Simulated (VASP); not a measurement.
# Al2O3 (P-3m1) in VASP: a series of runs, part 2 of 2

VASP 6.6.1. Earlier steps stand in the parts before.

### 3 Relaxation of cell and atoms, PBEsol

INCAR

```
PREC = Accurate
ENCUT = 600
EDIFF = 1E-6
ISMEAR = -1
SIGMA = 0.05
LREAL = F
LASPH = T
NELM = 80
ALGO = Normal
ISIF = 3
LWAVE = F
LCHARG = F
GGA = PS
IBRION = 2
NSW = 60
EDIFFG = -0.01
```

KPOINTS

```
Automatic mesh
0
Gamma
  10 10 4
```

POSCAR

```
Al2O3
1.0
    3.0174825440      0.0000000000      0.0000000000
   -1.5087412720      2.6132165386      0.0000000000
    0.0000000000      0.0000000000      7.5746360022
Al O
2 3
Direct
    0.0000000000      0.0000000000      0.7220490000
    0.0000000000      0.0000000000      0.2779510000
    0.0000000000      0.0000000000      0.5000000000
    0.6666666667      0.3333333333      0.8005460000
    0.3333333333      0.6666666667      0.1994540000
```

Potentials or basis: VASP PAW PBE potentials, release 64 (Al, O).

Command:

```sh
> cat potpaw_PBE.64/Al/POTCAR potpaw_PBE.64/O/POTCAR > POTCAR
> mpirun -np 1 vasp_std > vasp.out
```

OUTCAR:

```text
PREC = Accurate
   ENCUT = 600
   EDIFF = 1E-6
   ISMEAR = -1
   LREAL = F
   LASPH = T
   NELM = 80
   ISIF = 3
   GGA = PS
   IBRION = 2
   NSW = 60
   EDIFFG = -0.01

 ion  position               nearest neighbor table
   1  0.000  0.000  0.722-   3 1.68   4 1.84   4 1.84   4 1.84   2 3.36
   2  0.000  0.000  0.278-   3 1.68   5 1.84   5 1.84   5 1.84   1 3.36
   3  0.000  0.000  0.500-   1 1.68   2 1.68
   4  0.667  0.333  0.801-   1 1.84   1 1.84   1 1.84
   5  0.333  0.667  0.199-   2 1.84   2 1.84   2 1.84

  LATTYP: Found a hexagonal cell.
 ALAT       =     3.0174825440
 C/A-ratio  =     2.5102501478

  Lattice vectors:

 A1 = (   3.0174825440,   0.0000000000,   0.0000000000)
 A2 = (  -1.5087412720,   2.6132165386,   0.0000000000)
 A3 = (   0.0000000000,   0.0000000000,   7.5746360022)

Analysis of symmetry for initial positions (statically):
[... 757 lines left out ...]
 [... further k-points ...]

[... ionic steps 4 to 24 ...]

--------------------------------------- Ionic step       25  -------------------------------------------

 number of electron      24.0000008 magnetization

------------------------ aborting loop because EDIFF is reached ----------------------------------------
[... 73 lines left out ...]
--------------------------------------- Ionic step       27  -------------------------------------------

 number of electron      24.0000008 magnetization

 Free energy of the ion-electron system (eV)
  ---------------------------------------------------
  ext. energy  EPLUGINS =         0.00000000
  ---------------------------------------------------
  free energy    TOTEN  =       -37.75536443 eV

  energy without entropy =      -37.75536443  energy(sigma->0) =      -37.75536443

 E-fermi :   4.9264     XC(G=0):  -9.9033

 val. band max:        3.7884864309   @ k =   0.0000   0.0000   0.0000
 cond. band min:       6.1244015694   @ k =   0.0000   0.0000   0.0000
 fundamental gap:      2.3359151385
 Fermi energy:         4.9263974835

 k-point     1 :       0.0000    0.0000    0.0000
  band No.  band energies     occupation
      1     -15.9237      2.00000
      2     -15.7471      2.00000
      3     -13.0862      2.00000
      4      -2.2213      2.00000
      5      -0.8014      2.00000
      6      -0.0197      2.00000
[... 479 lines left out ...]
  FREE ENERGIE OF THE ION-ELECTRON SYSTEM (eV)
  ---------------------------------------------------
  free  energy   TOTEN  =       -37.7553644277 eV

  energy  without entropy=      -37.7553644277  energy(sigma->0) =      -37.75536443

 reached required accuracy - stopping structural energy minimisation
```

OSZICAR:

```text
N       E                     dE             d eps       ncg     rms          rms(c)
DAV:   1     0.130214746845E+03    0.13021E+03   -0.13652E+04  1600   0.152E+03
DAV:   2    -0.355167845403E+02   -0.16573E+03   -0.16095E+03  2056   0.293E+02
DAV:   3    -0.427903354379E+02   -0.72736E+01   -0.72621E+01  2120   0.735E+01
DAV:   4    -0.428383738978E+02   -0.48038E-01   -0.48035E-01  2080   0.629E+00
[... 190 lines left out ...]
DAV:   1    -0.377554906484E+02   -0.13361E-03   -0.19145E-02  1600   0.121E+00    0.882E-02
DAV:   2    -0.377553777595E+02    0.11289E-03   -0.76190E-04  1672   0.231E-01    0.219E-02
DAV:   3    -0.377553682585E+02    0.95009E-05   -0.18740E-05  2000   0.393E-02    0.107E-02
DAV:   4    -0.377553644206E+02    0.38379E-05   -0.89130E-06  2048   0.263E-02    0.254E-03
DAV:   5    -0.377553644277E+02   -0.71523E-08   -0.92806E-07   896   0.868E-03
  27 F= -.37755364E+02 E0= -.37755364E+02  d E =-.448650E-04
```

CONTCAR:

```text
Al2O3
   1.00000000000000
     2.9889738736966338   -0.0000000000000000    0.0000000000000000
    -1.4944869368483169    2.5885273058886069   -0.0000000000000000
     0.0000000000000000    0.0000000000000002    7.6888057058896671
  Al              O
     2     3
Direct
     0.0000000000000000    0.0000000000000000    0.7176531526700421
     0.0000000000000000    0.0000000000000000    0.2823468473299575
     0.0000000000000000    0.0000000000000000    0.5000000000000000
     0.6666666667000030    0.3333333332999970    0.7948054309479391
     0.3333333332999970    0.6666666667000030    0.2051945690520613

  0.00000000E+00  0.00000000E+00  0.00000000E+00
  0.00000000E+00  0.00000000E+00  0.00000000E+00
  0.00000000E+00  0.00000000E+00  0.00000000E+00
  0.00000000E+00  0.00000000E+00  0.00000000E+00
  0.00000000E+00  0.00000000E+00  0.00000000E+00
```

Run time: 8.9 min. Hardware: 1 thread of Intel Xeon Platinum 8259CL at 2.50GHz (Skylake/Cascade Lake), shared host; peak memory 0.21 GiB.

Results:

| Property | Result |
| --- | --- |
| Free energy | -37.7554 eV |
| Relaxed volume | 11.90 Å³/atom |
| Relaxed cell | a = 2.989 Å, b = 2.989 Å, c = 7.689 Å, α = 90.00°, β = 90.00°, γ = 120.00° |
| Space group after relaxing (to 0.1 Å) | P-3m1 (No. 164) |
| Energy gained by relaxing | 3.7 meV/atom |
| Ionic steps | 27 |
| Pressure after relaxing | -0.1 GPa |
| Band gap on the k mesh | 2.34 eV |

The path:
```csv
step,energy change (eV),largest force (eV/Å),pressure (GPa),volume (Å³)
1,0.0000,0.1892,-3.70,59.73
2,-0.0040,0.2141,3.60,57.38
3,-0.0166,0.0659,0.06,58.45
4,-0.0161,0.2625,-0.04,58.39
5,-0.0172,0.0715,0.01,58.43
6,-0.0175,0.0161,0.03,58.42
7,-0.0175,0.0188,0.03,58.42
8,-0.0176,0.0180,0.04,58.43
9,-0.0177,0.0169,0.06,58.48
10,-0.0178,0.0160,0.10,58.56
11,-0.0181,0.0454,0.18,58.73
12,-0.0182,0.1061,0.35,59.06
13,-0.0182,0.0833,0.33,58.94
14,-0.0182,0.0826,0.32,58.94
15,-0.0182,0.0793,0.31,58.95
16,-0.0183,0.0730,0.30,58.98
17,-0.0184,0.0605,0.27,59.02
18,-0.0185,0.0355,0.21,59.12
19,-0.0186,0.0159,0.07,59.31
20,-0.0186,0.0217,0.09,59.33
21,-0.0186,0.0349,0.06,59.39
22,-0.0186,0.0302,0.06,59.37
23,-0.0186,0.0260,0.07,59.35
24,-0.0186,0.0226,0.06,59.37
25,-0.0187,0.0126,0.01,59.42
26,-0.0187,0.0091,-0.10,59.54
27,-0.0187,0.0019,-0.06,59.49
```

Final structure:
```cif
data_structure
_symmetry_space_group_name_H-M 'P 1'
_symmetry_Int_Tables_number 1
_cell_length_a 2.9890
_cell_length_b 2.9890
_cell_length_c 7.6888
_cell_angle_alpha 90.000
_cell_angle_beta 90.000
_cell_angle_gamma 120.000
_cell_volume 59.49
loop_
_atom_site_label
_atom_site_type_symbol
_atom_site_fract_x
_atom_site_fract_y
_atom_site_fract_z
_atom_site_occupancy
Al1 Al 0.00000 0.00000 0.71765 1
Al2 Al 0.00000 0.00000 0.28235 1
O1 O 0.00000 0.00000 0.50000 1
O2 O 0.66667 0.33333 0.79481 1
O3 O 0.33333 0.66667 0.20519 1
```

Levels at points of the mesh, in eV from the valence-band top:
```tsv
k point	band 10	band 11	band 12	band 13	band 14	band 15
(0.00, 0.00, 0.00)	-2.49	0.00	0.00	2.34	4.29	7.23
(0.50, 0.00, 0.00)	-3.24	-1.86	-0.51	4.51	6.11	8.24
(0.00, 0.00, 0.50)	-3.15	0.00	0.00	3.28	3.31	8.07
(0.50, 0.00, 0.50)	-3.43	-1.80	-0.51	4.90	5.59	8.15
```

Caveat: the PAW data sets were made with another functional, which shifts forces and pressure a little. A k mesh can miss the band edges.

### 4 Relaxation of cell and atoms, PBEsol+D3(BJ)

INCAR

```
SYSTEM = Al2O3
ALGO = Normal
EDIFF = 1E-6
EDIFFG = -0.01
ENCUT = 600
GGA = PS
IBRION = 2
ISIF = 3
ISMEAR = -1
IVDW = 12
LASPH = .TRUE.
LCHARG = .FALSE.
LREAL = .FALSE.
LWAVE = .FALSE.
NELM = 80
NSW = 60
PREC = Accurate
SIGMA = 0.05
```

KPOINTS

```
k-points
0
G
  10 10 4
  0 0 0
```

POSCAR is that of step 3.

Command:

```sh
> cat potpaw_PBE.64/Al/POTCAR potpaw_PBE.64/O/POTCAR > POTCAR
> mpirun -np 1 vasp_std > vasp.out
```

Run time: 6 min. Hardware: 1 thread of Intel Xeon Platinum 8259CL at 2.50GHz (Skylake/Cascade Lake), shared host; peak memory 0.22 GiB.

The run converged. Its results:

- Free energy: -38.4770 eV
- Relaxed volume: 11.15 Å³/atom
- Relaxed cell: a = 2.974 Å, b = 2.974 Å, c = 7.276 Å, α = 90.00°, β = 90.00°, γ = 120.00°
- Space group after relaxing (to 0.1 Å): P-3m1 (No. 164)
- Energy gained by relaxing: 9.9 meV/atom
- Ionic steps: 16
- Pressure after relaxing: 0.1 GPa
- Largest force after relaxing: 0.004 eV/Å
- Band gap on the k mesh: 2.38 eV
- Dispersion energy per atom: -0.148 eV

Forces in eV/Å, atoms in the order of the input:
```
Al   0.000  0.000 -0.004
Al   0.000  0.000  0.004
O    0.000  0.000  0.000
O    0.000  0.000  0.001
O    0.000  0.000 -0.001
```

Stress tensor (GPa, compression positive):
```
 0.13  0.00  0.00
 0.00  0.13  0.00
 0.00  0.00 -0.06
```

The path:
```tsv
step	energy change (eV)	largest force (eV/Å)	pressure (GPa)	volume (Å³)
1	0.0000	0.1908	-5.57	59.73
2	-0.0076	0.4062	5.42	56.21
3	-0.0358	0.1670	-0.07	57.82
4	-0.0348	0.3555	-0.17	57.61
5	-0.0374	0.1440	-0.14	57.73
6	-0.0388	0.0626	-0.06	57.60
7	-0.0390	0.0789	-0.04	57.53
8	-0.0399	0.0744	-0.08	57.44
9	-0.0426	0.0592	-0.20	57.17
10	-0.0466	0.0353	-0.48	56.62
11	-0.0477	0.1079	-0.81	55.54
12	-0.0486	0.0717	-0.63	56.03
13	-0.0487	0.0480	0.77	55.48
14	-0.0492	0.0327	0.09	55.74
15	-0.0492	0.0564	0.01	55.74
16	-0.0493	0.0045	0.07	55.74
```

Final structure:
```xyz
5
Lattice="2.9741 0.0000 0.0000 -1.4871 2.5757 0.0000 0.0000 0.0000 7.2760" Properties=species:S:1:pos:R:3 pbc="T T T"
Al    0.0000    0.0000    5.3083
Al    0.0000    0.0000    1.9677
O     0.0000    0.0000    3.6380
O     1.4871    0.8586    5.9031
O     0.0000    1.7171    1.3729
```

Levels at points of the mesh, in eV from the valence-band top:
```
           k point  band 10  band 11  band 12  band 13  band 14  band 15
(0.00, 0.00, 0.00)    -2.33     0.00     0.00     2.38     4.57     7.49
(0.50, 0.00, 0.00)    -3.23    -1.93    -0.53     4.35     6.24     8.26
(0.00, 0.00, 0.50)    -3.36     0.00     0.00     3.39     3.59     8.19
(0.50, 0.00, 0.50)    -3.56    -1.83    -0.52     4.97     5.41     8.26
```

Caveat: the PAW data sets were made with another functional, which shifts forces and pressure a little. A k mesh can miss the band edges.

### 5 Relaxation of cell and atoms, PBEsol+D4

INCAR

```
SYSTEM = Al2O3
ALGO     = Normal         ! electronic algorithm
EDIFF    = 1E-6           ! SCF threshold, eV
EDIFFG   = -0.01          ! ionic threshold
ENCUT    = 600            ! plane-wave cutoff, eV
GGA      = PS             ! functional
IBRION   = 2              ! ionic algorithm
ISIF     = 3              ! what is computed and relaxed
ISMEAR   = -1             ! smearing method
IVDW     = 13             ! dispersion correction
LASPH    = .TRUE.         ! aspherical terms in the spheres
LCHARG   = .FALSE.        ! write CHGCAR
LREAL    = .FALSE.        ! projectors in reciprocal space
LWAVE    = .FALSE.        ! write WAVECAR
NELM     = 100            ! most SCF steps
NSW      = 60             ! ionic steps
PREC     = Accurate       ! precision mode
SIGMA    = 0.05           ! smearing width, eV
```

KPOINTS is that of step 4.

POSCAR is that of step 4.

Command:

```sh
> cat potpaw_PBE.64/Al/POTCAR potpaw_PBE.64/O/POTCAR > POTCAR
> mpirun -np 1 vasp_std > vasp.out
```

Wall time 7.9 min (1 thread of Intel Xeon Platinum 8259CL at 2.50GHz (Skylake/Cascade Lake), shared host); peak memory 0.22 GiB.

It converged, with:

| Property | Result |
| --- | --- |
| Free energy | -38.3429 eV |
| Relaxed volume | 11.24 Å³/atom |
| Relaxed cell | a = 2.978 Å, b = 2.978 Å, c = 7.315 Å, α = 90.00°, β = 90.00°, γ = 120.00° |
| Space group after relaxing (to 0.1 Å) | P-3m1 (No. 164) |
| Energy gained by relaxing | 7.7 meV/atom |
| Ionic steps | 22 |
| Pressure after relaxing | 0.0 GPa |
| Largest force after relaxing | 0.004 eV/Å |
| Band gap on the k mesh | 2.37 eV |
| Dispersion energy per atom | -0.120 eV |

Forces on the atoms (eV/Å):
```
Al   0.000  0.000 -0.004
Al   0.000  0.000  0.004
O    0.000  0.000  0.000
O    0.000  0.000 -0.004
O    0.000  0.000  0.004
```

Step by step:
| step | energy change (eV) | largest force (eV/Å) | pressure (GPa) | volume (Å³) |
| --- | --- | --- | --- | --- |
| 1 | 0.0000 | 0.1977 | -5.18 | 59.73 |
| 2 | -0.0062 | 0.3747 | 5.06 | 56.45 |
| 3 | -0.0311 | 0.1489 | -0.05 | 57.96 |
| 4 | -0.0298 | 0.3445 | -0.13 | 57.77 |
| 5 | -0.0323 | 0.1149 | -0.11 | 57.89 |
| 6 | -0.0332 | 0.0472 | -0.04 | 57.79 |
| 7 | -0.0332 | 0.0488 | -0.02 | 57.75 |
| 8 | -0.0336 | 0.0454 | -0.07 | 57.71 |
| 9 | -0.0346 | 0.0351 | -0.20 | 57.57 |
| 10 | -0.0363 | 0.0206 | -0.46 | 57.31 |
| 11 | -0.0375 | 0.0704 | -1.00 | 56.78 |
| 12 | -0.0377 | 0.0682 | -0.92 | 56.73 |
| 13 | -0.0382 | 0.0577 | -0.70 | 56.58 |
| 14 | -0.0386 | 0.0393 | -0.20 | 56.27 |
| 15 | -0.0386 | 0.0405 | -0.19 | 56.26 |
| 16 | -0.0386 | 0.0445 | -0.15 | 56.22 |
| 17 | -0.0386 | 0.0428 | -0.16 | 56.24 |
| 18 | -0.0386 | 0.0259 | -0.15 | 56.23 |
| 19 | -0.0387 | 0.0173 | -0.09 | 56.21 |
| 20 | -0.0387 | 0.0157 | -0.09 | 56.21 |
| 21 | -0.0387 | 0.0106 | -0.04 | 56.20 |
| 22 | -0.0387 | 0.0042 | 0.03 | 56.19 |

Final structure:
```cif
data_structure
_symmetry_space_group_name_H-M 'P 1'
_symmetry_Int_Tables_number 1
_cell_length_a 2.9781
_cell_length_b 2.9781
_cell_length_c 7.3150
_cell_angle_alpha 90.000
_cell_angle_beta 90.000
_cell_angle_gamma 120.000
_cell_volume 56.19
loop_
_atom_site_label
_atom_site_type_symbol
_atom_site_fract_x
_atom_site_fract_y
_atom_site_fract_z
_atom_site_occupancy
Al1 Al 0.00000 0.00000 0.72839 1
Al2 Al 0.00000 0.00000 0.27161 1
O1 O 0.00000 0.00000 0.50000 1
O2 O 0.66667 0.33333 0.80955 1
O3 O 0.33333 0.66667 0.19045 1
```

Levels at points of the mesh, in eV from the valence-band top:
| k point | band 10 | band 11 | band 12 | band 13 | band 14 | band 15 |
| --- | --- | --- | --- | --- | --- | --- |
| (0.00, 0.00, 0.00) | -2.34 | 0.00 | 0.00 | 2.37 | 4.53 | 7.46 |
| (0.50, 0.00, 0.00) | -3.22 | -1.91 | -0.52 | 4.38 | 6.23 | 8.24 |
| (0.00, 0.00, 0.50) | -3.33 | 0.00 | 0.00 | 3.36 | 3.55 | 8.17 |
| (0.50, 0.00, 0.50) | -3.55 | -1.81 | -0.52 | 4.97 | 5.43 | 8.24 |

Caveat: the PAW data sets were made with another functional, which shifts forces and pressure a little. A k mesh can miss the band edges.

### 6 Single point, PBE0

POSCAR is that of step 5.

INCAR.step1

```
PREC = Accurate
ENCUT = 520
EDIFF = 1E-5
ISMEAR = -1
SIGMA = 0.05
LREAL = F
LASPH = T
NELM = 120
ALGO = Normal
ISIF = 2
LWAVE = T
LCHARG = F
NBANDS = 20
GGA = PE
GGA_COMPAT = F
```

INCAR.step2

```
PREC = Accurate
ENCUT = 520
EDIFF = 1E-6
ISMEAR = -1
SIGMA = 0.05
LREAL = F
LASPH = T
NELM = 120
ALGO = Normal
ISIF = 2
LWAVE = F
LCHARG = F
GGA = PE
LHFCALC = T
AEXX = 0.25
PRECFOCK = Normal
NBANDS = 20
ISTART = 1
GGA_COMPAT = F
```

KPOINTS

```
Automatic mesh
0
Gamma
  6 6 2
```

Potentials or basis: VASP PAW PBE potentials, release 64 (Al, O).

Command:

```sh
> cat potpaw_PBE.64/Al/POTCAR potpaw_PBE.64/O/POTCAR > POTCAR
> cp INCAR.step1 INCAR
> mpirun -np 1 vasp_std > vasp.out
> cp INCAR.step2 INCAR
> mpirun -np 1 vasp_std > vasp.out
```

It took 21 min on 1 thread of Intel Xeon Platinum 8488C (Sapphire Rapids), shared host; peak memory 0.18 GiB.

Results (log left out):

| Item | Value |
| --- | --- |
| Free energy | -45.9942 eV |
| Pressure | -5.5 GPa |
| Largest force | 0.434 eV/Å |
| Band gap on the k mesh | 4.67 eV |

Forces in eV/Å, atoms in the order of the input:
```
Al   0.000  0.000 -0.227
Al   0.000  0.000  0.227
O    0.000  0.000  0.000
O    0.000  0.000 -0.434
O    0.000  0.000  0.434
```

Stress tensor (GPa, compression positive):
```
-5.25  0.00  0.00
 0.00 -5.25  0.00
 0.00  0.00 -6.14
```

Levels at points of the mesh, in eV from the valence-band top:
```tsv
k point	band 10	band 11	band 12	band 13	band 14	band 15
(0.00, 0.00, 0.00)	-2.48	0.00	0.00	4.67	6.81	9.92
(0.50, 0.00, 0.00)	-3.37	-1.89	-0.52	7.04	8.76	10.90
(0.00, 0.00, 0.50)	-3.23	0.00	0.00	5.64	5.78	10.72
(0.50, 0.00, 0.50)	-3.61	-1.82	-0.52	7.53	8.09	10.73
```

Caveat: the cell stands under tension; the PAW data sets were made with another functional, which shifts forces and pressure a little.

### 7 The runs side by side

| task | level | cell | k mesh | cutoff (eV) | smearing | grid for exact exchange (PRECFOCK) | share of exact exchange | gap on the mesh (eV) | pressure (GPa) | relaxed volume (Å³/atom) | largest force (eV/Å) |
| --- | --- | --- | --- | --- | --- | --- | --- | --- | --- | --- | --- |
| single point | r2SCAN | as given | 12 × 12 × 4 | 520 | gaussian 0.01 eV | - | - | 2.95 | -5.6 | - | 0.41 |
| relaxation of cell and atoms | PBEsol | relaxed | 10 × 10 × 4 | 600 | fermi-dirac 0.05 eV | - | - | 2.34 | -0.1 | 11.90 | - |
| relaxation of cell and atoms | PBEsol+D3(BJ) | relaxed | 10 × 10 × 4 | 600 | fermi-dirac 0.05 eV | - | - | 2.38 | 0.1 | 11.15 | - |
| relaxation of cell and atoms | PBEsol+D4 | relaxed | 10 × 10 × 4 | 600 | fermi-dirac 0.05 eV | - | - | 2.37 | 0.0 | 11.24 | - |
| single point | PBE0 | as given | 6 × 6 × 2 | 520 | fermi-dirac 0.05 eV | Normal | 0.25 | 4.67 | -5.5 | - | 0.43 |

Alike in all rows: potentials or basis VASP PAW PBE potentials, release 64 (Al, O); no spin polarisation.

Caveats: the PAW data sets were made with another functional, which shifts forces and pressure a little; the cell stands under tension (at least some runs).

Total energies depend on the potentials used, so only differences within one code and one set of settings carry meaning.
